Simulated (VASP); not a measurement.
# RbBr (Fm-3m) in VASP: a series of runs

RbBr is run at these levels: PBE; tasks: single point.

All numbers are computed with VASP 6.6.1; they aren't measurements. Logs are shortened: lines on timing, memory, paths and dates and some standing lists are left out, and cuts for length are marked.

## (1) The cell of the first run

It takes space group Fm-3m (No. 225, cubic). Conventional cell: a = 6.874 Å, b = 6.874 Å, c = 6.874 Å, α = 90.00°, β = 90.00°, γ = 90.00°. Rb (site symmetry m-3m) has 6 Br at 3.44 Å within 4.5 Å. Br (site symmetry m-3m) has 6 Rb at 3.44 Å within 4.5 Å.

## (2) Single point, PBE (40.61 Å³/atom)

INCAR reads:

```
SYSTEM = RbBr
  PREC = Accurate
  ENCUT = 520
  EDIFF = 1E-6
  ISMEAR = 0
  SIGMA = 0.01
  LREAL = .False.
  LASPH = .True.
  NELM = 60
  ALGO = Normal
  ISIF = 2
  LWAVE = .False.
  LCHARG = .True.
  GGA = PE
  LELF = .True.
  LVHAR = .True.
  NBANDS = 15
```

KPOINTS reads:

```
Automatic mesh
0
Gamma
  6 6 6
  0 0 0
```

POSCAR reads:

```
RbBr
1.0
    0.0000000000      3.4371103020      3.4371103020
    3.4371103020      0.0000000000      3.4371103020
    3.4371103020      3.4371103020      0.0000000000
Rb Br
1 1
Direct
    0.0000000000      0.0000000000      0.0000000000
    0.5000000000      0.5000000000      0.5000000000
```

Potentials or basis: VASP PAW PBE potentials, release 64 (Rb_sv, Br).

On the command line:

```sh
$ cat potpaw_PBE.64/Rb_sv/POTCAR potpaw_PBE.64/Br/POTCAR > POTCAR
$ mpirun -np 1 vasp_std > vasp.out
```

OUTCAR:

```text
SYSTEM = RbBr
   PREC = Accurate
   ENCUT = 520
   EDIFF = 1E-6
   ISMEAR = 0
   LREAL = .False.
   LASPH = .True.
   NELM = 60
   ISIF = 2
   GGA = PE

 ion  position               nearest neighbor table
   1  0.000  0.000  0.000-   2 3.44   2 3.44   2 3.44   2 3.44   2 3.44   2 3.44
   2  0.500  0.500  0.500-   1 3.44   1 3.44   1 3.44   1 3.44   1 3.44   1 3.44

  LATTYP: Found a face centered cubic cell.
 ALAT       =     6.8742206040

  Lattice vectors:

 A1 = (   0.0000000000,   3.4371103020,   3.4371103020)
 A2 = (   3.4371103020,   0.0000000000,   3.4371103020)
 A3 = (   3.4371103020,   3.4371103020,   0.0000000000)

Analysis of symmetry for initial positions (statically):
=====================================================================
 Subroutine PRICEL returns:
 Original cell was already a primitive cell.

 Routine SETGRP: Setting up the symmetry group for a
 face centered cubic supercell.

 Subroutine GETGRP returns: Found 48 space group operations
 (whereof 48 operations were pure point group operations)
 out of a pool of 48 trial point group operations.

The static configuration has the point symmetry O_h .

Analysis of symmetry for dynamics (positions and initial velocities):
=====================================================================
 Subroutine PRICEL returns:
 Original cell was already a primitive cell.

 Routine SETGRP: Setting up the symmetry group for a
 face centered cubic supercell.

 Subroutine GETGRP returns: Found 48 space group operations
 (whereof 48 operations were pure point group operations)
 out of a pool of 48 trial point group operations.

The dynamic configuration has the point symmetry O_h .

 Subroutine INISYM returns: Found 48 space group operations
 (whereof 48 operations are pure point group operations),
 and found     1 'primitive' translations

----------------------------------------------------------------------------------------

                                     Primitive cell

  volume of cell :      81.2102

  direct lattice vectors                    reciprocal lattice vectors
     0.000000000  3.437110302  3.437110302    -0.145471037  0.145471037  0.145471037
     3.437110302  0.000000000  3.437110302     0.145471037 -0.145471037  0.145471037
     3.437110302  3.437110302  0.000000000     0.145471037  0.145471037 -0.145471037

  length of vectors
     4.860808004  4.860808004  4.860808004     0.251963227  0.251963227  0.251963227

  position of ions in fractional coordinates (direct lattice)
     0.000000000  0.000000000  0.000000000
     0.500000000  0.500000000  0.500000000

  ion indices of the primitive-cell ions
   primitive index   ion index
                 1           1
                 2           2

----------------------------------------------------------------------------------------

 KPOINTS: Automatic mesh

Automatic generation of k-mesh.
 Grid dimensions read from file:
 generate k-points for:    6    6    6

 Generating k-lattice:

  Cartesian coordinates                     Fractional coordinates (reciprocal lattice)
    -0.024245173  0.024245173  0.024245173     0.166666667  0.000000000  0.000000000
     0.024245173 -0.024245173  0.024245173     0.000000000  0.166666667  0.000000000
     0.024245173  0.024245173 -0.024245173     0.000000000  0.000000000  0.166666667

  Length of vectors
     0.041993871  0.041993871  0.041993871

  Shift w.r.t. Gamma in fractional coordinates (k-lattice)
     0.000000000  0.000000000  0.000000000

 Subroutine IBZKPT returns following result:
 ===========================================

 Found     16 irreducible k-points:

 Following reciprocal coordinates:
            Coordinates               Weight
  0.000000  0.000000  0.000000      1.000000
  0.166667  0.000000  0.000000      8.000000
  0.333333  0.000000  0.000000      8.000000
  0.500000  0.000000  0.000000      4.000000
  0.166667  0.166667  0.000000      6.000000
  0.333333  0.166667  0.000000     24.000000
[... 8 lines left out ...]
 -0.333333  0.333333  0.166667     24.000000
 -0.333333  0.500000  0.166667     12.000000
   k-points           NKPTS =     16   k-points in BZ     NKDIM =     16   number of bands    NBANDS=     15
   number of dos      NEDOS =    301   number of ions     NIONS =      2
   total plane-waves  NPLWV =  46656
   dimension x,y,z NGX =    36 NGY =   36 NGZ =   36
   dimension x,y,z NGXF=    72 NGYF=   72 NGZF=   72
   ions per type =               1   1
   NGX,Y,Z   is equivalent  to a cutoff of  12.31, 12.31, 12.31 a.u.
   NGXF,Y,Z  is equivalent  to a cutoff of  24.62, 24.62, 24.62 a.u.
 SYSTEM =  RbBr
   PREC   = accura    normal or accurate (medium, high low for compatibility)
   ISTART =      0    job   : 0-new  1-cont  2-samecut
   ICHARG =      2    charge: 1-file 2-atom 10-const
   ISPIN  =      1    spin polarized calculation?
   LNONCOLLINEAR =      F non collinear calculations
   LSORBIT =      F    spin-orbit coupling
   LASPH  =      T    aspherical Exc in radial PAW
   ENCUT  =  520.0 eV  38.22 Ry    6.18 a.u.   9.04  9.04  9.04*2*pi/ulx,y,z
   NELM   =     60;   NELMIN=  2; NELMDL= -5     # of ELM steps
   EDIFF  = 0.1E-05   stopping-criterion for ELM
   LREAL  =      F    real-space projection
   EDIFFG = 0.1E-04   stopping-criterion for IOM
   NSW    =      0    number of steps for IOM
   IBRION =     -1    ionic relax: 0-MD 1-quasi-New 2-CG
   NFREE  =      0    steps in history (QN), initial steepest desc. (CG)
   ISIF   =      2    stress and relaxation
   ISYM   =      2    0-nonsym 1-usesym 2-fastsym
   POTIM  = 0.5000    time-step for ionic-motion
   TEBEG  =    0.0;   TEEND  =   0.0 temperature during run
   PSTRESS=    0.0 pullay stress
   NELECT =      16.0000    total number of electrons
   NUPDOWN=      -1.0000    fix difference up-down
   EMIN   =  10.00;   EMAX   =-10.00  energy-range for DOS
   EFERMI =   0.00;   METHOD = LEGACY
   ISMEAR =     0;   SIGMA  =   0.01  broadening in eV -4-tet -1-fermi 0-gaus
   EFERMI_NEDOS =   21; number of points for ismear=-14 and -15
   IALGO  =     38    algorithm
   IMIX   =      4    mixing-type and parameters
     AMIX     =   0.40;   BMIX     =  1.00
     AMIX_MAG =   1.60;   BMIX_MAG =  1.00
  volume/ion in A,a.u.               =      40.61       274.02
  Fermi-wavevector in a.u.,A,eV,Ry     =   0.952602  1.800156 12.346607  0.907450
  Thomas-Fermi vector in A             =   2.081180
   LORBIT       =      0    0 simple, 1 ext, 2 COOP (PROOUT), +10 PAW based schemes
   GGA     = PE    functional components
   LHFCALC =     F    Hartree Fock is set to
   AEXX    =    0.0000 exact exchange contribution
   IVDW    =     0    specifies the selected vdW correction
   LEPSILON=     F    determine dielectric tensor
   LRPA    =     F    only Hartree local field effects (RPA)
 non-spin polarized calculation
 Gauss-broadening in eV      SIGMA  =   0.01
  energy-cutoff  :      520.00
  volume of cell :       81.21
 maximum number of plane-waves:      2202
   NGX = 19   NGY = 19   NGZ = 19

 number of electron      15.9999998 magnetization

 Free energy of the ion-electron system (eV)
  ---------------------------------------------------
  ext. energy  EPLUGINS =         0.00000000
  ---------------------------------------------------
  free energy    TOTEN  =        -6.10161600 eV

  energy without entropy =       -6.10161600  energy(sigma->0) =       -6.10161600

 E-fermi :  -1.6831     XC(G=0):  -7.1987

 val. band max:       -1.7854199739   @ k =   0.0000   0.0000   0.0000
 cond. band min:       2.5543127300   @ k =   0.0000   0.0000   0.0000
 fundamental gap:      4.3397327039
 Fermi energy:        -1.6831334974

 k-point     1 :       0.0000    0.0000    0.0000
  band No.  band energies     occupation
      1     -26.2184      2.00000
      2     -13.9576      2.00000
      3     -10.2944      2.00000
      4     -10.2944      2.00000
      5     -10.2944      2.00000
      6      -1.7854      2.00000
      7      -1.7854      2.00000
      8      -1.7854      2.00000
      9       2.5543      0.00000
     10       5.4915      0.00000
     11       5.4915      0.00000
     12       5.4915      0.00000
     13       6.3736      0.00000
     14       6.3736      0.00000
     15       9.1864      0.00000

 k-point     2 :       0.1667    0.0000    0.0000
  band No.  band energies     occupation
      1     -26.2161      2.00000
      2     -13.9678      2.00000
      3     -10.2963      2.00000
      4     -10.2963      2.00000
      5     -10.2830      2.00000
      6      -2.0848      2.00000
      7      -1.8782      2.00000
      8      -1.8782      2.00000
      9       3.1885      0.00000
     10       5.3581      0.00000
     11       5.8171      0.00000
     12       5.8171      0.00000
     13       6.7749      0.00000
     14       6.7749      0.00000
     15      10.1719      0.00000

 k-point     3 :       0.3333    0.0000    0.0000
  band No.  band energies     occupation
      1     -26.2116      2.00000
      2     -13.9881      2.00000
      3     -10.3001      2.00000
      4     -10.3001      2.00000
      5     -10.2604      2.00000
      6      -2.5599      2.00000
      7      -2.0517      2.00000
      8      -2.0517      2.00000
      9       4.4330      0.00000
     10       5.5026      0.00000
     11       6.7235      0.00000
     12       6.7235      0.00000
     13       7.7786      0.00000
     14       7.7786      0.00000
     15       9.7470      0.00000
[... 199 lines left out ...]
 k-point    15 :      -0.3333    0.3333    0.1667
  band No.  band energies     occupation
      1     -26.2074      2.00000
      2     -13.9488      2.00000
      3     -10.3890      2.00000
      4     -10.3809      2.00000
      5     -10.2773      2.00000
      6      -2.4190      2.00000
      7      -2.1325      2.00000
      8      -2.1087      2.00000
      9       5.2341      0.00000
     10       5.4489      0.00000
     11       6.7271      0.00000
     12       6.9833      0.00000
     13       8.3916      0.00000
     14       9.0836      0.00000
     15       9.1405      0.00000

 k-point    16 :      -0.3333    0.5000    0.1667
  band No.  band energies     occupation
      1     -26.2067      2.00000
      2     -13.9252      2.00000
      3     -10.4438      2.00000
      4     -10.3906      2.00000
      5     -10.2989      2.00000
      6      -2.2007      2.00000
      7      -2.1918      2.00000
      8      -2.0475      2.00000
      9       4.5254      0.00000
     10       6.0446      0.00000
     11       6.1788      0.00000
     12       7.1221      0.00000
     13       8.1726      0.00000
     14       9.0421      0.00000
     15       9.5141      0.00000

------------------------ aborting loop because EDIFF is reached ----------------------------------------

  FORCE on cell =-STRESS in cart. coord.  units (eV):
  Direction    XX          YY          ZZ          XY          YZ          ZX
  --------------------------------------------------------------------------------------
  -------------------------------------------------------------------------------------
  Total        0.4461655      0.4461655      0.4461655      0.0000000     -0.0000000      0.0000000
  in kB        8.8023008      8.8023008      8.8023008      0.0000000     -0.0000000      0.0000000
  external PRESSURE =       8.8023008 kB  Pullay stress =       0.0000000 kB

 VOLUME and BASIS-vectors are now :
 -----------------------------------------------------------------------------
  energy-cutoff  :      520.00
  volume of cell :       81.21
      direct lattice vectors                 reciprocal lattice vectors
     0.000000000  3.437110302  3.437110302    -0.145471037  0.145471037  0.145471037
     3.437110302  0.000000000  3.437110302     0.145471037 -0.145471037  0.145471037
     3.437110302  3.437110302  0.000000000     0.145471037  0.145471037 -0.145471037

 POSITION                                       TOTAL-FORCE (eV/Angst)
 -----------------------------------------------------------------------------------
      0.00000      0.00000      0.00000        -0.000000      0.000000      0.000000
      3.43711      3.43711      3.43711         0.000000     -0.000000     -0.000000
 -----------------------------------------------------------------------------------
    total drift:                                0.000000      0.000000      0.000000

  FREE ENERGIE OF THE ION-ELECTRON SYSTEM (eV)
  ---------------------------------------------------
  free  energy   TOTEN  =        -6.1016160027 eV

  energy  without entropy=       -6.1016160027  energy(sigma->0) =       -6.10161600
```

It took 21 s on 1 thread of Intel Xeon 8259CL, shared host; peak memory 0.21 GiB.

What came out:

```
Free energy            : -6.1016 eV
Pressure               : 0.9 GPa
Band gap on the k mesh : 4.34 eV
```

## (3) Single point, PBE

This run uses another cell than the first one, of 41.45 Å³/atom.

INCAR reads:

```
SYSTEM = RbBr
PREC = Accurate
ENCUT = 520
EDIFF = 1E-7
ISMEAR = 0
SIGMA = 0.01
LREAL = .False.
LASPH = .True.
NELM = 60
ALGO = Normal
ISIF = 2
LWAVE = .False.
LCHARG = .False.
GGA = PE
NBANDS = 15
```

KPOINTS is that of step 2.

POSCAR reads:

```
RbBr
1.0
    0.0000000000      3.4608261468      3.4608261468
    3.4608261468      0.0000000000      3.4608261468
    3.4608261468      3.4608261468      0.0000000000
Rb Br
1 1
Direct
    0.0000000000      0.0000000000      0.0000000000
    0.5000000000      0.5000000000      0.5000000000
```

Potentials or basis: VASP PAW PBE potentials, release 64 (Rb_sv, Br).

On the command line:

```sh
$ cat potpaw_PBE.64/Rb_sv/POTCAR potpaw_PBE.64/Br/POTCAR > POTCAR
$ mpirun -np 1 vasp_std > vasp.out
```

Run time: 20 s. Hardware: 1 thread of Intel Xeon 8259CL, shared host; peak memory 0.21 GiB.

The run converged. Its results:

```
Free energy            : -6.1093 eV
Pressure               : 0.6 GPa
Band gap on the k mesh : 4.29 eV
```

Levels at points of the mesh, in eV from the valence-band top:
```tsv
k point	band 5	band 6	band 7	band 8	band 9	band 10	band 11	band 12
(0.00, 0.00, 0.00)	-8.55	0.00	0.00	0.00	4.29	7.27	7.27	7.27
(0.50, 0.00, 0.00)	-8.51	-0.94	-0.33	-0.33	6.74	7.61	9.40	9.40
(0.50, 0.50, 0.00)	-8.62	-0.47	-0.16	-0.16	5.64	7.02	9.05	9.15
```
